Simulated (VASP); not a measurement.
A run of VASP 6.6.1 is set up as follows.

File INCAR:

```
SYSTEM = Cu
PREC     = Accurate       ! precision mode
ENCUT    = 520            ! plane-wave cutoff, eV
EDIFF    = 1E-6           ! SCF threshold, eV
ISMEAR   = 0              ! smearing method
SIGMA    = 0.15           ! smearing width, eV
LREAL    = .False.        ! projectors in reciprocal space
LASPH    = .True.         ! aspherical terms in the spheres
NELM     = 60             ! most SCF steps
ALGO     = Fast           ! electronic algorithm
ISIF     = 2              ! what is computed and relaxed
LWAVE    = .False.        ! write WAVECAR
LCHARG   = .False.        ! write CHGCAR
GGA      = PE             ! functional
NBANDS   = 18             ! bands
```

The input KPOINTS:

```
regular mesh
0
Gamma
  24 24 12
  0 0 0
```

The input POSCAR:

```
Cu
1.0
    2.5974490865      0.0000000000      0.0000000000
   -1.2987245433      2.2494568940      0.0000000000
    0.0000000000      0.0000000000      3.9069424500
Cu
2
Direct
    0.3333333333      0.6666666667      0.2500000000
    0.6666666667      0.3333333333      0.7500000000
```

Potentials or basis: VASP PAW PBE potentials, release 64 (Cu).

Run with:

```bash
$ cat potpaw_PBE.64/Cu/POTCAR > POTCAR
$ mpirun -np 1 vasp_std > vasp.out
```

**Question.** Estimate the pressure.

**Answer.** 10.4 GPa.

**Question.** Predict the band gap on the k mesh.

**Answer.** Zero (band 11 reaches 11.74 eV, above the bottom of band 12 at 6.04 eV).

Stress tensor (GPa, compression positive):
```
 5.15  0.00  0.00
 0.00  5.15  0.00
 0.00  0.00 20.78
```

Caveat: the cell differs from its parent crystal (strain +0.025 along x and y, -0.050 along z).
